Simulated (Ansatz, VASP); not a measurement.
# Two plane-wave programs on ZnS

```
Zn S
1.0
     3.80796    0.00000    0.00000
    -1.90398    3.29779    0.00000
     0.00000    0.00000   18.67874
Zn S
6 6
Cartesian
  0.0000 2.1985 15.5643
  1.9040 1.0993 6.2250
  1.9040 1.0993 12.4562
  0.0000 2.1985 3.1168
  0.0000 0.0000 9.3383
  0.0000 0.0000 18.6776
  0.0000 2.1985 17.8964
  1.9040 1.0993 8.5570
  1.9040 1.0993 14.7881
  0.0000 2.1985 5.4487
  0.0000 0.0000 11.6762
  0.0000 0.0000 2.3368
```

Alike in both runs: task electric field gradients; functional PBE; k mesh 8 × 8 × 2; occupations fermi-dirac, width 0.02 eV; no spin polarisation.

|  | VASP | Ansatz |
| --- | --- | --- |
| version | VASP 6.6.1 | Ansatz 0.2.0 |
| potentials or method | VASP PAW PBE potentials, release 64 (Zn, S) | plane-wave PAW, scalar-relativistic |
| plane-wave cutoff (eV) | 520 | 420 |
| valence electrons in the cell | 108 | 108 |

Ansatz gave:

* gap on the k mesh at the Fermi level (eV): 2.17
* pressure (GPa): 2.3
* rms of the force components (eV/Å): 0.003
* size of Vzz on the site where it differs most (V/Å²): 2.0

Task: Estimate VASP's values.

Result: gap on the k mesh at the Fermi level (eV): 2.18; pressure (GPa): 2.5; rms of the force components (eV/Å): 0.003; size of Vzz on the site where it differs most (V/Å²): 2.0.

Atom by atom the forces differ by 0.001 eV/Å (rms over components).
